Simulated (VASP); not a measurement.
# InSb3 (Fm-3m) in VASP: further runs, part 2 of 2

VASP 6.6.1. The steps go on from the part before.

## Step 4: Single point, PBEsol (volume scaled by 1.02)

Contents of INCAR:

```
SYSTEM = InSb3
PREC = Accurate ; ENCUT = 520
EDIFF = 1E-6 ; ISMEAR = -1
SIGMA = 0.05 ; LREAL = .False.
LASPH = .True. ; NELM = 100
ALGO = Normal ; ISIF = 2
LWAVE = .False. ; LCHARG = .False.
GGA = PS ; NBANDS = 22
```

Contents of KPOINTS:

```
regular mesh
0
Gamma
  6 6 6
  0 0 0
```

Contents of POSCAR:

```
InSb3
1.0
    0.0000000000      3.8196852357      3.8196852357
    3.8196852357      0.0000000000      3.8196852357
    3.8196852357      3.8196852357      0.0000000000
Sb In
3 1
Direct
    0.5000000000      0.5000000000      0.5000000000
    0.7500000000      0.7500000000      0.7500000000
    0.2500000000      0.2500000000      0.2500000000
    0.0000000000      0.0000000000      0.0000000000
```

Potentials or basis: VASP PAW PBE potentials, release 64 (Sb, In_d).

Run with:

```bash
$ cat potpaw_PBE.64/Sb/POTCAR potpaw_PBE.64/In_d/POTCAR > POTCAR
$ mpirun -np 1 vasp_std > vasp.out
```

OUTCAR:

```text
SYSTEM = InSb3
   PREC = Accurate
   ENCUT = 520
   EDIFF = 1E-6
   ISMEAR = -1
   LREAL = .False.
   LASPH = .True.
   NELM = 100
   ISIF = 2
   GGA = PS

 ion  position               nearest neighbor table
   1  0.500  0.500  0.500-   3 3.31   3 3.31   3 3.31   2 3.31   3 3.31   2 3.31   2 3.31   2 3.31
                             4 3.82   4 3.82   4 3.82   4 3.82   4 3.82   4 3.82
   2  0.750  0.750  0.750-   1 3.31   1 3.31   1 3.31   1 3.31   4 3.31   4 3.31   4 3.31   4 3.31

   3  0.250  0.250  0.250-   4 3.31   4 3.31   4 3.31   1 3.31   4 3.31   1 3.31   1 3.31   1 3.31

   4  0.000  0.000  0.000-   2 3.31   2 3.31   2 3.31   2 3.31   3 3.31   3 3.31   3 3.31   3 3.31
                             1 3.82   1 3.82   1 3.82   1 3.82   1 3.82   1 3.82

  LATTYP: Found a face centered cubic cell.
 ALAT       =     7.6393704714

  Lattice vectors:

 A1 = (   0.0000000000,   3.8196852357,   3.8196852357)
 A2 = (   3.8196852357,   0.0000000000,   3.8196852357)
 A3 = (   3.8196852357,   3.8196852357,   0.0000000000)

Analysis of symmetry for initial positions (statically):
=====================================================================
 Subroutine PRICEL returns:
 Original cell was already a primitive cell.

 Routine SETGRP: Setting up the symmetry group for a
 face centered cubic supercell.

 Subroutine GETGRP returns: Found 48 space group operations
 (whereof 48 operations were pure point group operations)
 out of a pool of 48 trial point group operations.

The static configuration has the point symmetry O_h .

Analysis of symmetry for dynamics (positions and initial velocities):
=====================================================================
 Subroutine PRICEL returns:
 Original cell was already a primitive cell.

 Routine SETGRP: Setting up the symmetry group for a
 face centered cubic supercell.

 Subroutine GETGRP returns: Found 48 space group operations
 (whereof 48 operations were pure point group operations)
 out of a pool of 48 trial point group operations.

The dynamic configuration has the point symmetry O_h .

 Subroutine INISYM returns: Found 48 space group operations
 (whereof 48 operations are pure point group operations),
 and found     1 'primitive' translations

----------------------------------------------------------------------------------------

                                     Primitive cell

  volume of cell :     111.4584

  direct lattice vectors                    reciprocal lattice vectors
     0.000000000  3.819685236  3.819685236    -0.130900838  0.130900838  0.130900838
     3.819685236  0.000000000  3.819685236     0.130900838 -0.130900838  0.130900838
     3.819685236  3.819685236  0.000000000     0.130900838  0.130900838 -0.130900838

  length of vectors
     5.401850664  5.401850664  5.401850664     0.226726903  0.226726903  0.226726903

  position of ions in fractional coordinates (direct lattice)
     0.500000000  0.500000000  0.500000000
     0.750000000  0.750000000  0.750000000
     0.250000000  0.250000000  0.250000000
     0.000000000  0.000000000  0.000000000

  ion indices of the primitive-cell ions
   primitive index   ion index
                 1           1
                 2           2
                 3           3
                 4           4

[... 20 lines left out ...]

 Subroutine IBZKPT returns following result:
 ===========================================

 Found     16 irreducible k-points:

 Following reciprocal coordinates:
            Coordinates               Weight
  0.000000  0.000000  0.000000      1.000000
  0.166667  0.000000  0.000000      8.000000
  0.333333  0.000000  0.000000      8.000000
  0.500000  0.000000  0.000000      4.000000
  0.166667  0.166667  0.000000      6.000000
  0.333333  0.166667  0.000000     24.000000
[... 8 lines left out ...]
 -0.333333  0.333333  0.166667     24.000000
 -0.333333  0.500000  0.166667     12.000000
   k-points           NKPTS =     16   k-points in BZ     NKDIM =     16   number of bands    NBANDS=     22
   number of dos      NEDOS =    301   number of ions     NIONS =      4
   total plane-waves  NPLWV =  64000
   dimension x,y,z NGX =    40 NGY =   40 NGZ =   40
   dimension x,y,z NGXF=    80 NGYF=   80 NGZF=   80
   ions per type =               3   1
   NGX,Y,Z   is equivalent  to a cutoff of  12.31, 12.31, 12.31 a.u.
   NGXF,Y,Z  is equivalent  to a cutoff of  24.62, 24.62, 24.62 a.u.
 SYSTEM =  InSb3
   PREC   = accura    normal or accurate (medium, high low for compatibility)
   ISTART =      0    job   : 0-new  1-cont  2-samecut
   ICHARG =      2    charge: 1-file 2-atom 10-const
   ISPIN  =      1    spin polarized calculation?
   LNONCOLLINEAR =      F non collinear calculations
   LSORBIT =      F    spin-orbit coupling
   LASPH  =      T    aspherical Exc in radial PAW
   ENCUT  =  520.0 eV  38.22 Ry    6.18 a.u.  10.04 10.04 10.04*2*pi/ulx,y,z
   NELM   =    100;   NELMIN=  2; NELMDL= -5     # of ELM steps
   EDIFF  = 0.1E-05   stopping-criterion for ELM
   LREAL  =      F    real-space projection
   EDIFFG = 0.1E-04   stopping-criterion for IOM
   NSW    =      0    number of steps for IOM
   IBRION =     -1    ionic relax: 0-MD 1-quasi-New 2-CG
   NFREE  =      0    steps in history (QN), initial steepest desc. (CG)
   ISIF   =      2    stress and relaxation
   ISYM   =      2    0-nonsym 1-usesym 2-fastsym
   POTIM  = 0.5000    time-step for ionic-motion
   TEBEG  =    0.0;   TEEND  =   0.0 temperature during run
   PSTRESS=    0.0 pullay stress
   NELECT =      28.0000    total number of electrons
   NUPDOWN=      -1.0000    fix difference up-down
   EMIN   =  10.00;   EMAX   =-10.00  energy-range for DOS
   EFERMI =   0.00;   METHOD = LEGACY
   ISMEAR =    -1;   SIGMA  =   0.05  broadening in eV -4-tet -1-fermi 0-gaus
   EFERMI_NEDOS =   21; number of points for ismear=-14 and -15
   IALGO  =     38    algorithm
   IMIX   =      4    mixing-type and parameters
     AMIX     =   0.40;   BMIX     =  1.00
     AMIX_MAG =   1.60;   BMIX_MAG =  1.00
  volume/ion in A,a.u.               =      27.86       188.04
  Fermi-wavevector in a.u.,A,eV,Ry     =   1.032975  1.952040 14.517933  1.067038
  Thomas-Fermi vector in A             =   2.167199
   LORBIT       =      0    0 simple, 1 ext, 2 COOP (PROOUT), +10 PAW based schemes
   GGA     = PS    functional components
   LHFCALC =     F    Hartree Fock is set to
   AEXX    =    0.0000 exact exchange contribution
   IVDW    =     0    specifies the selected vdW correction
   LEPSILON=     F    determine dielectric tensor
   LRPA    =     F    only Hartree local field effects (RPA)
 non-spin polarized calculation
  energy-cutoff  :      520.00
  volume of cell :      111.46
 maximum number of plane-waves:      3024
   NGX = 21   NGY = 21   NGZ = 21

 number of electron      27.9999996 magnetization

 Free energy of the ion-electron system (eV)
  ---------------------------------------------------
  ext. energy  EPLUGINS =         0.00000000
  ---------------------------------------------------
  free energy    TOTEN  =       -15.99449988 eV

  energy without entropy =      -15.96241018  energy(sigma->0) =      -15.97845503

 E-fermi :   7.6869     XC(G=0): -10.1655

 val. band max:        7.5909072505   @ k =   0.5000   0.3333   0.0000
 cond. band min:       7.7126894985   @ k =   0.5000   0.1667   0.0000
 fundamental gap:      0.1217822479
 Fermi energy:         7.6869069284

 k-point     1 :       0.0000    0.0000    0.0000
  band No.  band energies     occupation
      1      -6.8900      2.00000
      2      -6.8900      2.00000
      3      -6.8900      2.00000
      4      -6.8613      2.00000
      5      -6.8613      2.00000
      6      -4.5164      2.00000
[... 389 lines left out ...]
     21      11.8990      0.00000
     22      14.3278      0.00000

------------------------ aborting loop because EDIFF is reached ----------------------------------------

  FORCE on cell =-STRESS in cart. coord.  units (eV):
  Direction    XX          YY          ZZ          XY          YZ          ZX
  --------------------------------------------------------------------------------------
  -------------------------------------------------------------------------------------
  Total       -2.7495604     -2.7495604     -2.7495604      0.0000000      0.0000000      0.0000000
  in kB      -39.5240217    -39.5240217    -39.5240217      0.0000000      0.0000000      0.0000000
  external PRESSURE =     -39.5240217 kB  Pullay stress =       0.0000000 kB

 VOLUME and BASIS-vectors are now :
 -----------------------------------------------------------------------------
  energy-cutoff  :      520.00
  volume of cell :      111.46
      direct lattice vectors                 reciprocal lattice vectors
     0.000000000  3.819685236  3.819685236    -0.130900838  0.130900838  0.130900838
     3.819685236  0.000000000  3.819685236     0.130900838 -0.130900838  0.130900838
     3.819685236  3.819685236  0.000000000     0.130900838  0.130900838 -0.130900838

 POSITION                                       TOTAL-FORCE (eV/Angst)
 -----------------------------------------------------------------------------------
      3.81969      3.81969      3.81969         0.000000      0.000000      0.000000
      5.72953      5.72953      5.72953        -0.000000     -0.000000     -0.000000
      1.90984      1.90984      1.90984         0.000000      0.000000      0.000000
      0.00000      0.00000      0.00000         0.000000     -0.000000      0.000000
 -----------------------------------------------------------------------------------
    total drift:                               -0.000000      0.000000      0.000000

  FREE ENERGIE OF THE ION-ELECTRON SYSTEM (eV)
  ---------------------------------------------------
  free  energy   TOTEN  =       -15.9944998806 eV

  energy  without entropy=      -15.9624101766  energy(sigma->0) =      -15.97845503
```

OSZICAR:

```text
N       E                     dE             d eps       ncg     rms          rms(c)
DAV:   1     0.184786592532E+03    0.18479E+03   -0.10965E+04   704   0.118E+03
DAV:   2    -0.238278341637E+00   -0.18502E+03   -0.17787E+03   776   0.290E+02
DAV:   3    -0.155190506624E+02   -0.15281E+02   -0.14836E+02   886   0.852E+01
DAV:   4    -0.160379187192E+02   -0.51887E+00   -0.51674E+00   790   0.166E+01
DAV:   5    -0.160627544855E+02   -0.24836E-01   -0.24833E-01  1070   0.373E+00    0.333E+00
DAV:   6    -0.160068119207E+02    0.55943E-01   -0.10205E-01   940   0.383E+00    0.184E+00
DAV:   7    -0.159954963418E+02    0.11316E-01   -0.35164E-02   934   0.166E+00    0.373E-01
DAV:   8    -0.159945066297E+02    0.98971E-03   -0.25335E-03   866   0.500E-01    0.108E-01
DAV:   9    -0.159945014645E+02    0.51652E-05   -0.27056E-04   788   0.107E-01    0.420E-02
DAV:  10    -0.159944999675E+02    0.14970E-05   -0.17679E-05   878   0.338E-02    0.115E-02
DAV:  11    -0.159944998806E+02    0.86839E-07   -0.16837E-06   524   0.107E-02
   1 F= -.15994500E+02 E0= -.15978455E+02  d E =-.320897E-01
```

Run time: 28 s. Hardware: 1 thread of Intel Xeon Platinum 8259CL at 2.50GHz (Skylake/Cascade Lake), shared host; peak memory 0.24 GiB.

Results:

```
Free energy            : -15.9945 eV
Pressure               : -4.0 GPa
Band gap on the k mesh : zero (band 14 reaches 8.64 eV, above the bottom of band 15 at 5.26 eV)
```

Levels at points of the mesh, in eV from the Fermi level:
```
           k point  band 12  band 13  band 14  band 15  band 16  band 17
(0.00, 0.00, 0.00)    -2.51    -2.42    -2.42    -2.42    -0.77    -0.77
(0.50, 0.00, 0.00)    -2.64    -2.64    -0.38    -0.25     1.79     1.79
(0.50, 0.50, 0.00)     0.17     0.79     0.79     1.04     1.59     1.67
```

Caveat: the PAW data sets were made with another functional, which shifts forces and pressure a little; spin-orbit coupling is left out, which moves the levels of the heavy elements.

## Step 5: Single point, PBEsol (volume scaled by 1.04)

Contents of INCAR:

```
  PREC = Accurate
  ENCUT = 520
  EDIFF = 1E-7
  ISMEAR = -1
  SIGMA = 0.05
  LREAL = False
  LASPH = True
  NELM = 80
  ALGO = Normal
  ISIF = 2
  LWAVE = False
  LCHARG = False
  GGA = PS
  NBANDS = 22
```

Contents of KPOINTS:

```
regular mesh
0
Gamma
  6 6 6
```

Contents of POSCAR:

```
InSb3
1.0
    0.0000000000      3.8444890816      3.8444890816
    3.8444890816      0.0000000000      3.8444890816
    3.8444890816      3.8444890816      0.0000000000
Sb In
3 1
Direct
    0.5000000000      0.5000000000      0.5000000000
    0.7500000000      0.7500000000      0.7500000000
    0.2500000000      0.2500000000      0.2500000000
    0.0000000000      0.0000000000      0.0000000000
```

Run with:

```bash
$ cat potpaw_PBE.64/Sb/POTCAR potpaw_PBE.64/In_d/POTCAR > POTCAR
$ mpirun -np 1 vasp_std > vasp.out
```

Wall time 36 s (1 thread of Intel Xeon Platinum 8259CL at 2.50GHz (Skylake/Cascade Lake), shared host); peak memory 0.25 GiB.

The run converged. Its results:

```
Free energy            : -15.9356 eV
Pressure               : -4.7 GPa
Band gap on the k mesh : zero (band 14 reaches 8.38 eV, above the bottom of band 15 at 5.08 eV)
```

Levels at points of the mesh, in eV from the Fermi level:
```
           k point  band 12  band 13  band 14  band 15  band 16  band 17
(0.00, 0.00, 0.00)    -2.44    -2.36    -2.36    -2.36    -0.73    -0.73
(0.50, 0.00, 0.00)    -2.56    -2.56    -0.40    -0.28     1.78     1.78
(0.50, 0.50, 0.00)     0.13     0.78     0.78     0.98     1.55     1.65
```

Caveat: the PAW data sets were made with another functional, which shifts forces and pressure a little; spin-orbit coupling is left out, which moves the levels of the heavy elements.

## Step 6: The runs side by side

```csv
cell,gap on the mesh (eV),pressure (GPa)
"a = 5.366 Å, angles 60.0°, 4 atoms",none,-3.1
"a = 5.402 Å, angles 60.0°, 4 atoms",none,-4.0
"a = 5.437 Å, angles 60.0°, 4 atoms",none,-4.7
```

Alike in all rows: task single point; level PBEsol; potentials or basis VASP PAW PBE potentials, release 64 (Sb, In_d); no spin polarisation; k mesh 6 × 6 × 6; cutoff (eV) 520; smearing fermi-dirac 0.05 eV.

Caveats: the PAW data sets were made with another functional, which shifts forces and pressure a little; spin-orbit coupling is left out, which moves the levels of the heavy elements.

Absolute energies hang on the potentials; compare differences alone.
